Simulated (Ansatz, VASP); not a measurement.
# Si2W: VASP beside Ansatz

```
Si W
1.0
    -1.62184    1.62184    3.29867
     1.62184   -1.62184    3.29867
     1.62184    1.62184   -3.29867
Si W
2 1
Direct
  0.33466 0.33466 0.00000
  0.66534 0.66534 0.00000
  0.00000 0.00000 0.00000
```

Alike in both runs: task single point; functional LDA; k mesh 20 × 20 × 20; occupations gaussian, width 0.15 eV; no spin polarisation.

|  | VASP | Ansatz |
| --- | --- | --- |
| version | VASP 6.6.1 | Ansatz 0.2.0 |
| potentials or method | VASP PAW LDA potentials, release 64 (Si, W_sv), cutoff 520 eV | scalar-relativistic, plane waves, PAW |
| valence electrons in the cell | 22 | 22 |

|  | VASP | Ansatz | Ansatz less VASP |
| --- | --- | --- | --- |
| gap on the k mesh at the Fermi level (eV) | none | none | - |
| rms of the force components (eV/Å) | 0.327 | 0.315 | -0.0121 |

Ansatz warns that its potentials were made for another functional, while VASP's fit it. LDA's correlation is that of Perdew and Zunger in VASP and of Perdew and Wang (1992) in Ansatz. Atom by atom the forces differ by 0.012 eV/Å (rms over components). A gap of «none» marks a metal or a gap that the smearing closes.

Neither program's run includes spin-orbit coupling.
